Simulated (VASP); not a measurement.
**Ti: single point with PBE**

Ti:

```
Ti
1.0
     0.00000    2.00060    2.00060
     2.00060    0.00000    2.00060
     2.00060    2.00060    0.00000
Ti
1
Direct
  0.00000 0.00000 0.00000
```

This isn't the form of Ti at room conditions, which is hcp.

* Program: VASP 6.6.1
* Task: single point
* Functional: PBE
* Potentials or basis: VASP PAW PBE potentials, release 64 (Ti_sv)
* Cutoff: 520 eV
* k mesh: 18 × 18 × 18
* Occupations: fermi-dirac, width 0.08 eV
* Spin: no spin polarisation
* Dipole correction: no
* Further INCAR settings: ALGO = Normal; EDIFF = 1e-07; NBANDS = 12

The pressure is 9.9 GPa and the band gap on the k mesh is zero (bands 6 and 7 overlap by 1.40 eV).

Levels at points of the mesh, in eV from the Fermi level:
```tsv
k point	band 2	band 3	band 4	band 5	band 6	band 7	band 8	band 9	band 10	band 11
(0.00, 0.00, 0.00)	-32.33	-32.33	-32.33	-6.29	0.92	0.92	0.92	2.74	2.74	15.69
(0.50, 0.00, 0.00)	-33.20	-32.44	-32.44	-2.78	0.79	0.79	0.85	3.94	3.94	9.05
(0.50, 0.50, 0.00)	-33.14	-32.63	-32.63	-2.87	-1.94	3.23	3.93	4.25	4.25	11.52
```

It took 43 s on 1 thread of Intel Xeon 8259CL, with other jobs on the host, peak memory 0.17 GiB.

Caveat: the cell stands under pressure.
